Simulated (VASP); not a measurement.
# SiO2 (P4_12_12) in VASP: further runs

The runs below take SiO2 through single point, with r2SCAN.

Everything below comes from runs of VASP 6.6.1. Logs are shortened: lines on timing, memory, paths and dates and some standing lists are left out, and cuts for length are marked.

### 1 The cell of the first run

It takes space group P4_12_12 (No. 92, tetragonal). The conventional cell has a = 5.051 Å, b = 5.051 Å, c = 7.018 Å, α = 90.00°, β = 90.00°, γ = 90.00°. Si (site symmetry 2) has 4 O at 1.61 Å within 2.1 Å. O (site symmetry 1) has 2 Si at 1.61 Å within 2.1 Å.

### 2 Single point, r2SCAN

POSCAR reads:

```
SiO2
1.0
    5.0506717700      0.0000000000      0.0000000000
    0.0000000000      5.0506717700      0.0000000000
    0.0000000000      0.0000000000      7.0184041300
Si O
4 8
Direct
    0.2950271965      0.2950271965      0.0000000000
    0.2049728035      0.7950271965      0.2500000000
    0.7049728035      0.7049728035      0.5000000000
    0.7950271965      0.2049728035      0.7500000000
    0.2411448973      0.0943026249      0.1744329515
    0.4056973751      0.7411448973      0.4244329515
    0.7588551027      0.9056973751      0.6744329515
    0.5943026249      0.2588551027      0.9244329515
    0.7411448973      0.4056973751      0.5755670485
    0.9056973751      0.7588551027      0.3255670485
    0.2588551027      0.5943026249      0.0755670485
    0.0943026249      0.2411448973      0.8255670485
```

INCAR.step1 reads:

```
SYSTEM = SiO2
PREC     = Accurate       ! precision mode
ENCUT    = 520            ! plane-wave cutoff, eV
ISMEAR   = -1             ! smearing method
SIGMA    = 0.02           ! smearing width, eV
LREAL    = .FALSE.        ! projectors in reciprocal space
LASPH    = .TRUE.         ! aspherical terms in the spheres
NELM     = 80             ! most SCF steps
NBANDS   = 44             ! bands
GGA      = PE             ! functional
ALGO     = Normal         ! electronic algorithm
EDIFF    = 1E-4           ! SCF threshold, eV
LWAVE    = .TRUE.         ! write WAVECAR
LCHARG   = .FALSE.        ! write CHGCAR
```

INCAR.step2 reads:

```
SYSTEM = SiO2
PREC     = Accurate       ! precision mode
ENCUT    = 520            ! plane-wave cutoff, eV
EDIFF    = 1E-7           ! SCF threshold, eV
ISMEAR   = -1             ! smearing method
SIGMA    = 0.02           ! smearing width, eV
LREAL    = .FALSE.        ! projectors in reciprocal space
LASPH    = .TRUE.         ! aspherical terms in the spheres
NELM     = 80             ! most SCF steps
ALGO     = Normal         ! electronic algorithm
ISIF     = 2              ! what is computed and relaxed
LWAVE    = .FALSE.        ! write WAVECAR
LCHARG   = .FALSE.        ! write CHGCAR
METAGGA  = R2SCAN         ! meta-GGA
LMIXTAU  = .TRUE.       
NBANDS   = 44             ! bands
ISTART   = 1
```

KPOINTS reads:

```
regular mesh
0
G
  6 6 4
  0 0 0
```

Potentials or basis: VASP PAW PBE potentials, release 64 (Si, O).

On the command line:

```
$ cat potpaw_PBE.64/Si/POTCAR potpaw_PBE.64/O/POTCAR > POTCAR
$ cp INCAR.step1 INCAR
$ mpirun -np 1 vasp_std > vasp.out
$ cp INCAR.step2 INCAR
$ mpirun -np 1 vasp_std > vasp.out
```

OUTCAR:

```text
SYSTEM = SiO2
   PREC = Accurate
   ENCUT = 520
   EDIFF = 1E-7
   ISMEAR = -1
   LREAL = .FALSE.
   LASPH = .TRUE.
   NELM = 80
   ISIF = 2
   METAGGA = R2SCAN
   ISTART = 1

 ion  position               nearest neighbor table
   1  0.295  0.295  0.000-   8 1.61  11 1.61   5 1.61  12 1.61   2 3.11   4 3.11   2 3.11   4 3.11

   2  0.205  0.795  0.250-   5 1.61  10 1.61   6 1.61  11 1.61   1 3.11   3 3.11   1 3.11   3 3.11

   3  0.705  0.705  0.500-   6 1.61   9 1.61   7 1.61  10 1.61   2 3.11   4 3.11   4 3.11   2 3.11

   4  0.795  0.205  0.750-   7 1.61  12 1.61   9 1.61   8 1.61   1 3.11   3 3.11   3 3.11   1 3.11

   5  0.241  0.094  0.174-   2 1.61   1 1.61
   6  0.406  0.741  0.424-   3 1.61   2 1.61
   7  0.759  0.906  0.674-   4 1.61   3 1.61
   8  0.594  0.259  0.924-   1 1.61   4 1.61
   9  0.741  0.406  0.576-   3 1.61   4 1.61
  10  0.906  0.759  0.326-   2 1.61   3 1.61
  11  0.259  0.594  0.076-   1 1.61   2 1.61
  12  0.094  0.241  0.826-   4 1.61   1 1.61

  LATTYP: Found a simple tetragonal cell.
 ALAT       =     5.0506717700
 C/A-ratio  =     1.3895981465

  Lattice vectors:

 A1 = (   5.0506717700,   0.0000000000,   0.0000000000)
 A2 = (   0.0000000000,   5.0506717700,   0.0000000000)
 A3 = (   0.0000000000,   0.0000000000,   7.0184041300)

Analysis of symmetry for initial positions (statically):
=====================================================================
 Subroutine PRICEL returns:
 Original cell was already a primitive cell.

 Routine SETGRP: Setting up the symmetry group for a
 simple tetragonal supercell.

 Subroutine GETGRP returns: Found  8 space group operations
 (whereof  2 operations were pure point group operations)
 out of a pool of 16 trial point group operations.

The static configuration has the point symmetry C_2 .
 The point group associated with its full space group is D_4 .

Analysis of symmetry for dynamics (positions and initial velocities):
=====================================================================
 Subroutine PRICEL returns:
 Original cell was already a primitive cell.

 Routine SETGRP: Setting up the symmetry group for a
 simple tetragonal supercell.

[... 131 lines left out ...]
   ISIF   =      2    stress and relaxation
   ISYM   =      2    0-nonsym 1-usesym 2-fastsym
   POTIM  = 0.5000    time-step for ionic-motion
   TEBEG  =    0.0;   TEEND  =   0.0 temperature during run
   PSTRESS=    0.0 pullay stress
   NELECT =      64.0000    total number of electrons
   NUPDOWN=      -1.0000    fix difference up-down
   EMIN   =  10.00;   EMAX   =-10.00  energy-range for DOS
   EFERMI =   0.00;   METHOD = LEGACY
   ISMEAR =    -1;   SIGMA  =   0.02  broadening in eV -4-tet -1-fermi 0-gaus
   EFERMI_NEDOS =   21; number of points for ismear=-14 and -15
   IALGO  =     38    algorithm
   IMIX   =      4    mixing-type and parameters
     AMIX     =   0.40;   BMIX     =  1.00
     AMIX_MAG =   1.60;   BMIX_MAG =  1.00
  volume/ion in A,a.u.               =      14.92       100.68
  Fermi-wavevector in a.u.,A,eV,Ry     =   1.161866  2.195608 18.366939  1.349932
  Thomas-Fermi vector in A             =   2.298433
   LORBIT       =      0    0 simple, 1 ext, 2 COOP (PROOUT), +10 PAW based schemes
   METAGGA = R2SCAN    functional components
   LHFCALC =     F    Hartree Fock is set to
   AEXX    =    0.0000 exact exchange contribution
   IVDW    =     0    specifies the selected vdW correction
   LEPSILON=     F    determine dielectric tensor
   LRPA    =     F    only Hartree local field effects (RPA)
 non-spin polarized calculation
  energy-cutoff  :      520.00
  volume of cell :      179.03
 maximum number of plane-waves:      4844
 NGX is ok and might be reduce to    40
   NGX = 19   NGY = 19   NGZ = 27

 number of electron      63.9999998 magnetization

 Free energy of the ion-electron system (eV)
  ---------------------------------------------------
  ext. energy  EPLUGINS =         0.00000000
  ---------------------------------------------------
  free energy    TOTEN  =      -119.16460507 eV

  energy without entropy =     -119.16460507  energy(sigma->0) =     -119.16460507

 E-fermi :  -0.1337     XC(G=0):  -8.6222

 val. band max:       -0.5783933196   @ k =   0.0000   0.0000   0.0000
 cond. band min:       5.6745470720   @ k =   0.0000   0.0000   0.0000
 fundamental gap:      6.2529403916
 Fermi energy:        -0.1336864344

 k-point     1 :       0.0000    0.0000    0.0000
  band No.  band energies     occupation
      1     -21.0088      2.00000
      2     -20.1228      2.00000
      3     -20.1228      2.00000
      4     -18.9896      2.00000
      5     -18.9705      2.00000
      6     -18.9683      2.00000
[... 1117 lines left out ...]
     43      11.7783      0.00000
     44      11.7783      0.00000

 [... further k-points ...]

------------------------ aborting loop because EDIFF is reached ----------------------------------------

  FORCE on cell =-STRESS in cart. coord.  units (eV):
  Direction    XX          YY          ZZ          XY          YZ          ZX
  --------------------------------------------------------------------------------------
  -------------------------------------------------------------------------------------
  Total       -0.6170877     -0.6170877     -0.3549597      0.0000000      0.0000000      0.0000000
  in kB       -5.5223106     -5.5223106     -3.1765298      0.0000000      0.0000000      0.0000000
  external PRESSURE =      -4.7403836 kB  Pullay stress =       0.0000000 kB

 VOLUME and BASIS-vectors are now :
 -----------------------------------------------------------------------------
  energy-cutoff  :      520.00
  volume of cell :      179.03
      direct lattice vectors                 reciprocal lattice vectors
     5.050671770  0.000000000  0.000000000     0.197993464  0.000000000  0.000000000
     0.000000000  5.050671770  0.000000000     0.000000000  0.197993464  0.000000000
     0.000000000  0.000000000  7.018404130     0.000000000  0.000000000  0.142482533

 POSITION                                       TOTAL-FORCE (eV/Angst)
 -----------------------------------------------------------------------------------
      1.49009      1.49009      0.00000         0.013212      0.013212     -0.000000
      1.03525      4.01542      1.75460        -0.013212      0.013212     -0.000000
      3.56059      3.56059      3.50920        -0.013212     -0.013212     -0.000000
      4.01542      1.03525      5.26380         0.013212     -0.013212     -0.000000
      1.21794      0.47629      1.22424        -0.005541      0.002327     -0.010669
      2.04904      3.74328      2.97884        -0.002327     -0.005541     -0.010669
      3.83273      4.57438      4.73344         0.005541     -0.002327     -0.010669
      3.00163      1.30739      6.48804         0.002327      0.005541     -0.010669
      3.74328      2.04904      4.03956        -0.005541     -0.002327      0.010669
      4.57438      3.83273      2.28496        -0.002327      0.005541      0.010669
      1.30739      3.00163      0.53036         0.005541      0.002327      0.010669
      0.47629      1.21794      5.79416         0.002327     -0.005541      0.010669
 -----------------------------------------------------------------------------------
    total drift:                                0.000000     -0.000000      0.000000

  FREE ENERGIE OF THE ION-ELECTRON SYSTEM (eV)
  ---------------------------------------------------
  free  energy   TOTEN  =      -119.1646050730 eV

  energy  without entropy=     -119.1646050730  energy(sigma->0) =     -119.16460507
```

OUTCAR.step1:

```text
SYSTEM = SiO2
   PREC = Accurate
   ENCUT = 520
   ISMEAR = -1
   LREAL = .FALSE.
   LASPH = .TRUE.
   NELM = 80
[... 1394 lines left out ...]
      4.57438      3.83273      2.28496        -0.126680      0.029969     -0.192539
      1.30739      3.00163      0.53036         0.029969      0.126680     -0.192539
      0.47629      1.21794      5.79416         0.126680     -0.029969     -0.192539
 -----------------------------------------------------------------------------------
    total drift:                                0.000000     -0.000000      0.000000

  FREE ENERGIE OF THE ION-ELECTRON SYSTEM (eV)
  ---------------------------------------------------
  free  energy   TOTEN  =       -94.8957307545 eV

  energy  without entropy=      -94.8957307545  energy(sigma->0) =      -94.89573075
```

OSZICAR.step1:

```text
N       E                     dE             d eps       ncg     rms          rms(c)
DAV:   1     0.421774090985E+03    0.42177E+03   -0.32592E+04  2640   0.132E+03
DAV:   2    -0.742822670983E+02   -0.49606E+03   -0.48028E+03  3364   0.314E+02
DAV:   3    -0.107592481332E+03   -0.33310E+02   -0.33155E+02  3240   0.871E+01
DAV:   4    -0.108038558186E+03   -0.44608E+00   -0.44530E+00  3288   0.111E+01
DAV:   5    -0.108046490106E+03   -0.79319E-02   -0.79264E-02  3228   0.145E+00    0.296E+01
DAV:   6    -0.948929668324E+02    0.13154E+02   -0.50407E+01  3068   0.326E+01    0.140E+01
DAV:   7    -0.948977658458E+02   -0.47990E-02   -0.15047E+00  3164   0.505E+00    0.509E+00
DAV:   8    -0.948829628990E+02    0.14803E-01   -0.78074E-02  3212   0.170E+00    0.198E+00
DAV:   9    -0.948930563590E+02   -0.10093E-01   -0.43207E-02  2992   0.120E+00    0.369E-01
DAV:  10    -0.948957537069E+02   -0.26973E-02   -0.42475E-03  2876   0.311E-01    0.115E-01
DAV:  11    -0.948957192786E+02    0.34428E-04   -0.11394E-03  3204   0.175E-01    0.194E-02
DAV:  12    -0.948957307545E+02   -0.11476E-04   -0.27037E-05  1992   0.288E-02
   1 F= -.94895731E+02 E0= -.94895731E+02  d E =-.180467E-10
```

It took 14 min on 1 thread of Intel Xeon Platinum 8259CL at 2.50GHz (Skylake/Cascade Lake), shared host; peak memory 0.4 GiB.

What came out:

- Free energy: -119.1646 eV
- Pressure: -0.5 GPa
- Largest force: 0.019 eV/Å
- Band gap on the k mesh: 6.25 eV

Forces on the atoms (eV/Å):
```
Si   0.013  0.013  0.000
Si  -0.013  0.013  0.000
Si  -0.013 -0.013  0.000
Si   0.013 -0.013  0.000
O   -0.006  0.002 -0.011
O   -0.002 -0.006 -0.011
O    0.006 -0.002 -0.011
O    0.002  0.006 -0.011
O   -0.006 -0.002  0.011
O   -0.002  0.006  0.011
O    0.006  0.002  0.011
O    0.002 -0.006  0.011
```

Stress tensor (GPa, compression positive):
```
-0.55  0.00  0.00
 0.00 -0.55  0.00
 0.00  0.00 -0.32
```

Caveat: the PAW data sets were made with another functional, which shifts forces and pressure a little. A k mesh can miss the band edges.

### 3 Single point, r2SCAN

This run uses another cell than the first one, of 15.21 Å³/atom.

POSCAR reads:

```
SiO2
1.0
    5.0828425200      0.0000000000      0.0000000000
    0.0000000000      5.0828425200      0.0000000000
    0.0000000000      0.0000000000      7.0631085500
Si O
4 8
Direct
    0.2915809988      0.2915809988      0.0000000000
    0.2084190012      0.7915809988      0.2500000000
    0.7084190012      0.7084190012      0.5000000000
    0.7915809988      0.2084190012      0.7500000000
    0.2422147751      0.0871702025      0.1708917435
    0.4128297975      0.7422147751      0.4208917435
    0.7577852249      0.9128297975      0.6708917435
    0.5871702025      0.2577852249      0.9208917435
    0.7422147751      0.4128297975      0.5791082565
    0.9128297975      0.7577852249      0.3291082565
    0.2577852249      0.5871702025      0.0791082565
    0.0871702025      0.2422147751      0.8291082565
```

INCAR.step1 reads:

```
SYSTEM = SiO2
  ALGO = Normal
  EDIFF = 1E-4
  ENCUT = 520
  GGA = PE
  ISMEAR = -1
  LASPH = .TRUE.
  LCHARG = .FALSE.
  LREAL = .FALSE.
  LWAVE = .TRUE.
  NBANDS = 44
  NELM = 80
  PREC = Accurate
  SIGMA = 0.02
```

INCAR.step2 reads:

```
SYSTEM = SiO2
  ALGO = Normal
  EDIFF = 1E-6
  ENCUT = 520
  ISIF = 2
  ISMEAR = -1
  ISTART = 1
  LASPH = .TRUE.
  LCHARG = .FALSE.
  LMIXTAU = .TRUE.
  LREAL = .FALSE.
  LWAVE = .FALSE.
  METAGGA = R2SCAN
  NBANDS = 44
  NELM = 80
  PREC = Accurate
  SIGMA = 0.02
```

KPOINTS reads:

```
k-points
0
G
  6 6 4
  0 0 0
```

Potentials or basis: VASP PAW PBE potentials, release 64 (Si, O).

On the command line:

```
$ cat potpaw_PBE.64/Si/POTCAR potpaw_PBE.64/O/POTCAR > POTCAR
$ cp INCAR.step1 INCAR
$ mpirun -np 1 vasp_std > vasp.out
$ cp INCAR.step2 INCAR
$ mpirun -np 1 vasp_std > vasp.out
```

It took 11 min on 1 thread of Intel Xeon Platinum 8259CL at 2.50GHz (Skylake/Cascade Lake), shared host; peak memory 0.41 GiB.

Results (log left out):

| Item | Value |
| --- | --- |
| Free energy | -119.1557 eV |
| Pressure | -0.7 GPa |
| Largest force | 0.015 eV/Å |
| Band gap on the k mesh | 6.21 eV |

Forces on the atoms (eV/Å):
```
Si   0.011  0.011  0.000
Si  -0.011  0.011  0.000
Si  -0.011 -0.011  0.000
Si   0.011 -0.011  0.000
O    0.000 -0.001 -0.004
O    0.001  0.000 -0.004
O    0.000  0.001 -0.004
O   -0.001  0.000 -0.004
O    0.000  0.001  0.004
O    0.001  0.000  0.004
O    0.000 -0.001  0.004
O   -0.001  0.000  0.004
```

Stress tensor (GPa, compression positive):
```
-0.86  0.00  0.00
 0.00 -0.86  0.00
 0.00  0.00 -0.45
```

Levels at points of the mesh, in eV from the valence-band top:
```
           k point  band 29  band 30  band 31  band 32  band 33  band 34  band 35  band 36
(0.00, 0.00, 0.00)    -0.70    -0.22    -0.22     0.00     6.21     9.45     9.45     9.87
(0.50, 0.00, 0.00)    -0.66    -0.66    -0.45    -0.45     8.24     8.24     9.91     9.91
(0.50, 0.50, 0.00)    -0.62    -0.62    -0.58    -0.58     9.27     9.27     9.42     9.42
(0.00, 0.00, 0.50)    -0.50    -0.50    -0.42    -0.42     7.41     7.41    10.23    10.23
(0.50, 0.00, 0.50)    -0.96    -0.96    -0.14    -0.14     8.70     8.70     9.25     9.25
(0.50, 0.50, 0.50)    -0.68    -0.68    -0.68    -0.68     9.77     9.77     9.77     9.77
```

Caveat: the PAW data sets were made with another functional, which shifts forces and pressure a little.
